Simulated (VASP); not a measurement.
# Sc: single point with PBE

Crystal: Sc.

```
CELL_PARAMETERS angstrom
2.46149 0.00000 0.00000
-1.23074 2.13171 0.00000
0.00000 0.00000 7.71344
ATOMIC_POSITIONS crystal
Sc 0.00000 0.00000 0.00000
Sc 0.00000 0.00000 0.50000
Sc 0.33333 0.66667 0.25000
Sc 0.66667 0.33333 0.75000
```

- Program: VASP 6.6.1
- Task: single point
- Functional: PBE
- Potentials or basis: VASP PAW PBE potentials, release 64 (Sc_sv)
- Cutoff: 500 eV
- k mesh: 15 × 15 × 4
- Occupations: fermi-dirac, width 0.1 eV
- Spin: no spin polarisation

```json
{
 "Pressure": "163.9 GPa",
 "Band gap on the k mesh": "zero (bands 22 and 23 overlap by 2.21 eV)"
}
```

Stress tensor (GPa, compression positive):
```
163.68   0.00   0.00
  0.00 163.68   0.00
  0.00   0.00 164.24
```

Levels at points of the mesh, in eV from the Fermi level:
| k point | band 19 | band 20 | band 21 | band 22 | band 23 | band 24 | band 25 | band 26 |
| --- | --- | --- | --- | --- | --- | --- | --- | --- |
| (0.00, 0.00, 0.00) | -2.25 | -2.21 | 1.42 | 1.42 | 1.57 | 1.57 | 2.26 | 2.32 |
| (0.00, 0.00, 0.50) | -3.01 | -3.01 | 1.75 | 1.75 | 1.75 | 1.75 | 2.01 | 2.01 |

It took 85 s on 1 thread of Oxide Virtual Turin-like Processor, with other jobs on the host, peak memory 0.16 GiB.

Caveat: the cell stands under pressure.
